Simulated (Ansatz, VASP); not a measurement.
## Rh: VASP beside Ansatz

```
Rh
1.0
     0.00000    1.91106    1.90155
     1.90155    0.00000    1.90155
     1.90155    1.91106    0.00000
Rh
1
Direct
  0.00000 0.00000 0.00000
```

Change from the starting cell: strain +0.0050 x Voigt [0, 1, 0, 0, 0, 0], atoms carried along.

Alike in both runs: task single point; functional r2SCAN; k mesh 22 × 22 × 22; occupations gaussian, width 0.15 eV; no spin polarisation.

|  | VASP | Ansatz |
| --- | --- | --- |
| version | VASP 6.6.1 | Ansatz 0.2.0 |
| potentials or method | VASP PAW PBE potentials, release 64 (Rh_pv), cutoff 520 eV | scalar-relativistic, plane waves, PAW |
| valence electrons in the cell | 15 | 17 |

Ansatz gave:

```
gap on the k mesh at the Fermi level (eV)                     : none
pressure (GPa)                                                : -2.0
traceless stress, the component that is largest in VASP (GPa) : -0.80
```

Q: What did VASP give for the same quantities?

A: gap on the k mesh at the Fermi level (eV): none; pressure (GPa): -0.8; traceless stress, the component that is largest in VASP (GPa): -0.81.

VASP's potentials were made for PBE, not for r2SCAN. A gap of «none» marks a metal or a gap that the smearing closes. With one functional, cell and mesh, what is left measures potentials, basis and numerics. VASP's potentials hold 15 valence electrons a cell and Ansatz's 17, so a difference there can come from the potentials and not from the codes.
